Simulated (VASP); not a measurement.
# O2 in VASP: notebook

O2 is run at these levels: PBE; tasks: single point, relaxation of the atoms.

All numbers are computed with VASP 6.6.1; they aren't measurements. Logs are shortened: lines on timing, memory, paths and dates and some standing lists are left out, and cuts for length are marked.

### Step 1. The cell of the first run

The cell holds a molecule in a box, 2 atoms: a = 13.000 Å, b = 13.300 Å, c = 13.600 Å, α = 90.00°, β = 90.00°, γ = 90.00°.

### Step 2. Single point, PBE, collinear spin, ferromagnetic start

File INCAR:

```
SYSTEM = O
  PREC = Accurate
  ENCUT = 520
  EDIFF = 1E-6
  ISMEAR = 0
  SIGMA = 0.01
  LREAL = .False.
  LASPH = .True.
  NELM = 150
  ALGO = Normal
  ISIF = 2
  LWAVE = .False.
  LCHARG = .True.
  ISPIN = 2
  MAGMOM = 1 1
  LORBIT = 11
  GGA = PE
  LELF = .True.
  LVHAR = .True.
  NBANDS = 17
```

File KPOINTS:

```
Automatic mesh
0
Gamma
  1 1 1
  0 0 0
```

File POSCAR:

```
O
1.0
   13.0000000000      0.0000000000      0.0000000000
    0.0000000000     13.3000000000      0.0000000000
    0.0000000000      0.0000000000     13.6000000000
O
2
Direct
    0.4531478100      0.5000000000      0.5000000000
    0.5468521900      0.5000000000      0.5000000000
```

Potentials or basis: VASP PAW PBE potentials, release 64 (O).

Command:

```bash
cat potpaw_PBE.64/O/POTCAR > POTCAR
mpirun -np 1 vasp_gam > vasp.out
```

OUTCAR:

```text
SYSTEM = O
   PREC = Accurate
   ENCUT = 520
   EDIFF = 1E-6
   ISMEAR = 0
   LREAL = .False.
   LASPH = .True.
   NELM = 150
   ISIF = 2
   ISPIN = 2
   LORBIT = 11
   GGA = PE

 ion  position               nearest neighbor table
   1  0.453  0.500  0.500-   2 1.22
   2  0.547  0.500  0.500-   1 1.22

  LATTYP: Found a simple orthorhombic cell.
 ALAT       =    13.0000000000
 B/A-ratio  =     1.0230769231
 C/A-ratio  =     1.0461538462

  Lattice vectors:

 A1 = (  13.0000000000,   0.0000000000,   0.0000000000)
 A2 = (   0.0000000000,  13.3000000000,   0.0000000000)
 A3 = (   0.0000000000,   0.0000000000,  13.6000000000)

Analysis of symmetry for initial positions (statically):
=====================================================================
 Subroutine PRICEL returns:
 Original cell was already a primitive cell.

 Routine SETGRP: Setting up the symmetry group for a
 simple orthorhombic supercell.

 Subroutine GETGRP returns: Found  8 space group operations
 (whereof  8 operations were pure point group operations)
 out of a pool of  8 trial point group operations.

The static configuration has the point symmetry D_2h.

Analysis of symmetry for dynamics (positions and initial velocities):
=====================================================================
 Subroutine PRICEL returns:
 Original cell was already a primitive cell.

 Routine SETGRP: Setting up the symmetry group for a
 simple orthorhombic supercell.

 Subroutine GETGRP returns: Found  8 space group operations
 (whereof  8 operations were pure point group operations)
 out of a pool of  8 trial point group operations.

The dynamic configuration has the point symmetry D_2h.

Analysis of structural, dynamic, and magnetic symmetry:
=====================================================================
 Subroutine PRICEL returns:
 Original cell was already a primitive cell.

 Routine SETGRP: Setting up the symmetry group for a
 simple orthorhombic supercell.

 Subroutine GETGRP returns: Found  8 space group operations
 (whereof  8 operations were pure point group operations)
 out of a pool of  8 trial point group operations.

The overall configuration has the point symmetry D_2h.

 Subroutine INISYM returns: Found  8 space group operations
 (whereof  8 operations are pure point group operations),
 and found     1 'primitive' translations

----------------------------------------------------------------------------------------

                                     Primitive cell

  volume of cell :    2351.4400

  direct lattice vectors                    reciprocal lattice vectors
    13.000000000  0.000000000  0.000000000     0.076923077  0.000000000  0.000000000
     0.000000000 13.300000000  0.000000000     0.000000000  0.075187970  0.000000000
     0.000000000  0.000000000 13.600000000     0.000000000  0.000000000  0.073529412

  length of vectors
    13.000000000 13.300000000 13.600000000     0.076923077  0.075187970  0.073529412

  position of ions in fractional coordinates (direct lattice)
     0.453147810  0.500000000  0.500000000
     0.546852190  0.500000000  0.500000000

  ion indices of the primitive-cell ions
   primitive index   ion index
                 1           1
                 2           2

----------------------------------------------------------------------------------------

 KPOINTS: Automatic mesh

Automatic generation of k-mesh.
 Grid dimensions read from file:
 generate k-points for:    1    1    1

 Generating k-lattice:

  Cartesian coordinates                     Fractional coordinates (reciprocal lattice)
     0.076923077  0.000000000  0.000000000     1.000000000  0.000000000  0.000000000
     0.000000000  0.075187970  0.000000000     0.000000000  1.000000000  0.000000000
     0.000000000  0.000000000  0.073529412     0.000000000  0.000000000  1.000000000

  Length of vectors
     0.076923077  0.075187970  0.073529412

  Shift w.r.t. Gamma in fractional coordinates (k-lattice)
     0.000000000  0.000000000  0.000000000

 Subroutine IBZKPT returns following result:
 ===========================================

 Found      1 irreducible k-points:

 Following reciprocal coordinates:
            Coordinates               Weight
  0.000000  0.000000  0.000000      1.000000
   k-points           NKPTS =      1   k-points in BZ     NKDIM =      1   number of bands    NBANDS=     17
   number of dos      NEDOS =    301   number of ions     NIONS =      2
   total plane-waves  NPLWV = ******
   dimension x,y,z NGX =    98 NGY =  100 NGZ =  108
   dimension x,y,z NGXF=   196 NGYF=  200 NGZF=  216
   ions per type =               2
   NGX,Y,Z   is equivalent  to a cutoff of  12.53, 12.50, 13.20 a.u.
   NGXF,Y,Z  is equivalent  to a cutoff of  25.06, 25.00, 26.40 a.u.
 SYSTEM =  O
   PREC   = accura    normal or accurate (medium, high low for compatibility)
   ISTART =      0    job   : 0-new  1-cont  2-samecut
   ICHARG =      2    charge: 1-file 2-atom 10-const
   ISPIN  =      2    spin polarized calculation?
   LNONCOLLINEAR =      F non collinear calculations
   LSORBIT =      F    spin-orbit coupling
   LASPH  =      T    aspherical Exc in radial PAW
   ENCUT  =  520.0 eV  38.22 Ry    6.18 a.u.  24.17 24.73 25.29*2*pi/ulx,y,z
   NELM   =    150;   NELMIN=  2; NELMDL= -5     # of ELM steps
   EDIFF  = 0.1E-05   stopping-criterion for ELM
   LREAL  =      F    real-space projection
   EDIFFG = 0.1E-04   stopping-criterion for IOM
   NSW    =      0    number of steps for IOM
   IBRION =     -1    ionic relax: 0-MD 1-quasi-New 2-CG
   NFREE  =      0    steps in history (QN), initial steepest desc. (CG)
   ISIF   =      2    stress and relaxation
   ISYM   =      2    0-nonsym 1-usesym 2-fastsym
   POTIM  = 0.5000    time-step for ionic-motion
   TEBEG  =    0.0;   TEEND  =   0.0 temperature during run
   PSTRESS=    0.0 pullay stress
   NELECT =      12.0000    total number of electrons
   NUPDOWN=      -1.0000    fix difference up-down
   EMIN   =  10.00;   EMAX   =-10.00  energy-range for DOS
   EFERMI =   0.00;   METHOD = LEGACY
   ISMEAR =     0;   SIGMA  =   0.01  broadening in eV -4-tet -1-fermi 0-gaus
   EFERMI_NEDOS =   21; number of points for ismear=-14 and -15
   IALGO  =     38    algorithm
   IMIX   =      4    mixing-type and parameters
     AMIX     =   0.40;   BMIX     =  1.00
     AMIX_MAG =   1.60;   BMIX_MAG =  1.00
  volume/ion in A,a.u.               =    1175.72      7934.15
  Fermi-wavevector in a.u.,A,eV,Ry     =   0.281854  0.532627  1.080868  0.079442
  Thomas-Fermi vector in A             =   1.132051
   LORBIT       =     11    0 simple, 1 ext, 2 COOP (PROOUT), +10 PAW based schemes
   GGA     = PE    functional components
   LHFCALC =     F    Hartree Fock is set to
   AEXX    =    0.0000 exact exchange contribution
   IVDW    =     0    specifies the selected vdW correction
   LEPSILON=     F    determine dielectric tensor
   LRPA    =     F    only Hartree local field effects (RPA)
 spin polarized calculation
 Gauss-broadening in eV      SIGMA  =   0.01
  energy-cutoff  :      520.00
  volume of cell :     2351.44
 maximum number of plane-waves:     31662
 NGX is ok and might be reduce to    98
   NGX = 49   NGY = 49   NGZ = 51

 number of electron      11.9999993 magnetization       1.9999996

 Free energy of the ion-electron system (eV)
  ---------------------------------------------------
  ext. energy  EPLUGINS =         0.00000000
  ---------------------------------------------------
  free energy    TOTEN  =        -9.87618890 eV

  energy without entropy =       -9.87618890  energy(sigma->0) =       -9.87618890

 E-fermi :  -6.7255     XC(G=0):  -0.2540

 val. band max:       -6.8573767670   @ k =   0.0000   0.0000   0.0000
 cond. band min:      -4.5498869030   @ k =   0.0000   0.0000   0.0000
 fundamental gap:      2.3074898639
 Fermi energy:        -6.7254759646

 spin component 1

 k-point     1 :       0.0000    0.0000    0.0000
  band No.  band energies     occupation
      1     -32.8209      1.00000
      2     -20.5229      1.00000
      3     -13.4258      1.00000
      4     -13.4188      1.00000
      5     -13.4188      1.00000
      6      -6.8574      1.00000
      7      -6.8574      1.00000
      8      -0.2370      0.00000
      9       0.4716      0.00000
     10       0.5299      0.00000
     11       0.6352      0.00000
     12       0.6632      0.00000
     13       0.8395      0.00000
     14       0.8631      0.00000
     15       1.2679      0.00000
     16       1.3898      0.00000
     17       1.4003      0.00000
 Fermi energy:        -6.7254759646

 spin component 2

 k-point     1 :       0.0000    0.0000    0.0000
  band No.  band energies     occupation
      1     -31.6176      1.00000
      2     -18.7278      1.00000
      3     -12.5206      1.00000
      4     -11.5558      1.00000
      5     -11.5558      1.00000
      6      -4.5499      0.00000
      7      -4.5499      0.00000
      8      -0.1442      0.00000
      9       0.5458      0.00000
     10       0.6950      0.00000
     11       0.7024      0.00000
     12       0.7334      0.00000
     13       0.8523      0.00000
     14       0.8763      0.00000
     15       1.3664      0.00000
     16       1.4500      0.00000
     17       1.4588      0.00000

------------------------ aborting loop because EDIFF is reached ----------------------------------------

  FORCE on cell =-STRESS in cart. coord.  units (eV):
  Direction    XX          YY          ZZ          XY          YZ          ZX
  --------------------------------------------------------------------------------------
  -------------------------------------------------------------------------------------
  Total        1.3204173     -0.0680820     -0.0678029      0.0000000      0.0000000      0.0000000
  in kB        0.8996796     -0.0463883     -0.0461982      0.0000000      0.0000000      0.0000000
  external PRESSURE =       0.2690310 kB  Pullay stress =       0.0000000 kB

 VOLUME and BASIS-vectors are now :
 -----------------------------------------------------------------------------
  energy-cutoff  :      520.00
  volume of cell :     2351.44
      direct lattice vectors                 reciprocal lattice vectors
    13.000000000  0.000000000  0.000000000     0.076923077  0.000000000  0.000000000
     0.000000000 13.300000000  0.000000000     0.000000000  0.075187970  0.000000000
     0.000000000  0.000000000 13.600000000     0.000000000  0.000000000  0.073529412

 POSITION                                       TOTAL-FORCE (eV/Angst)
 -----------------------------------------------------------------------------------
      5.89092      6.65000      6.80000        -1.146290     -0.000000      0.000000
      7.10908      6.65000      6.80000         1.146290      0.000000      0.000000
 -----------------------------------------------------------------------------------
    total drift:                               -0.000000      0.000000      0.000000

  FREE ENERGIE OF THE ION-ELECTRON SYSTEM (eV)
  ---------------------------------------------------
  free  energy   TOTEN  =        -9.8761889016 eV

  energy  without entropy=       -9.8761889016  energy(sigma->0) =       -9.87618890

 total charge

# of ion       s       p       d       tot
------------------------------------------
    1        1.612   3.298   0.000   4.910
    2        1.612   3.298   0.000   4.910
--------------------------------------------------
tot          3.223   6.596   0.000   9.820

 magnetization (x)

# of ion       s       p       d       tot
------------------------------------------
    1        0.010   0.798   0.000   0.809
    2        0.010   0.798   0.000   0.809
--------------------------------------------------
tot          0.020   1.597   0.000   1.617
```

It took 6.3 min on 1 thread of Intel Xeon Platinum 8259CL at 2.50GHz (Skylake/Cascade Lake), shared host; peak memory 2.2 GiB.

What came out:

```
Free energy                                           : -9.8762 eV
Largest force                                         : 1.146 eV/Å
Gap between the frontier levels                       : 2.31 eV
Net moment                                            : 2.00 μB per cell
Site moments                                          : O +0.81 μB
Valence electrons inside the program's atomic spheres : O 4.91
```

Forces on the atoms (eV/Å):
```
O   -1.146  0.000  0.000
O    1.146  0.000  0.000
```

Levels at points of the mesh, in eV from the valence-band top:
Spin up:
```csv
k point,band 4,band 5,band 6,band 7,band 8,band 9,band 10,band 11
"(0.00, 0.00, 0.00)",-6.56,-6.56,0.00,0.00,6.62,7.33,7.39,7.49
```
Spin down:
| k point | band 2 | band 3 | band 4 | band 5 | band 6 | band 7 | band 8 | band 9 |
| --- | --- | --- | --- | --- | --- | --- | --- | --- |
| (0.00, 0.00, 0.00) | -11.87 | -5.66 | -4.70 | -4.70 | 2.31 | 2.31 | 6.71 | 7.40 |

Caveat: the standard files for N, O and F lose accuracy on very short bonds.

### Step 3. Relaxation of the atoms, PBE, collinear spin, ferromagnetic start

File INCAR:

```
SYSTEM = O
ALGO = Normal
EDIFF = 1E-7
EDIFFG = -0.005
ENCUT = 520
GGA = PE
IBRION = 2
ISIF = 2
ISMEAR = 0
ISPIN = 2
LASPH = .TRUE.
LCHARG = .FALSE.
LORBIT = 11
LREAL = .FALSE.
LWAVE = .FALSE.
MAGMOM = 1 1
NELM = 150
NSW = 60
PREC = Accurate
SIGMA = 0.01
```

File KPOINTS:

```
k-points
0
G
  1 1 1
  0 0 0
```

File POSCAR:

```
O
1.0
   13.0000000000      0.0000000000      0.0000000000
    0.0000000000     13.3000000000      0.0000000000
    0.0000000000      0.0000000000     13.6000000000
O
2
Direct
    0.4526923077      0.5000000000      0.5000000000
    0.5473076923      0.5000000000      0.5000000000
```

Potentials or basis: VASP PAW PBE potentials, release 64 (O).

Command:

```bash
cat potpaw_PBE.64/O/POTCAR > POTCAR
mpirun -np 1 vasp_gam > vasp.out
```

It took 15 min on 1 thread of Intel Xeon Platinum 8259CL at 2.50GHz (Skylake/Cascade Lake), shared host; peak memory 2.2 GiB.

The run converged. Its results:

```
Free energy                                           : -9.8846 eV
Energy gained by relaxing                             : 0.2 meV/atom
Ionic steps                                           : 3
Gap between the frontier levels                       : 2.30 eV
Net moment                                            : 2.00 μB per cell
Site moments                                          : O +0.81 μB
Valence electrons inside the program's atomic spheres : O 4.89
```

The path:
| step | energy change (eV) | largest force (eV/Å) | pressure (GPa) |
| --- | --- | --- | --- |
| 1 | 0.0000 | 0.2318 | 0.00 |
| 2 | 0.0123 | 1.2898 | -0.04 |
| 3 | -0.0004 | 0.0005 | 0.00 |

Final structure:
```
O
1.0
    13.00000    0.00000    0.00000
     0.00000   13.30000    0.00000
     0.00000    0.00000   13.60000
O
2
Direct
  0.45257 0.50000 0.50000
  0.54743 0.50000 0.50000
```

Levels at points of the mesh, in eV from the valence-band top:
Spin up:
```
           k point  band 3  band 4  band 5  band 6  band 7  band 8  band 9  band 10  band 11
(0.00, 0.00, 0.00)   -6.42   -6.31   -6.31    0.00    0.00    6.74    7.47     7.47     7.61
```
Spin down:
```
           k point  band 3  band 4  band 5  band 6  band 7  band 8
(0.00, 0.00, 0.00)   -5.52   -4.45   -4.45    2.30    2.30    6.83
```

Caveat: the standard files for N, O and F lose accuracy on very short bonds.
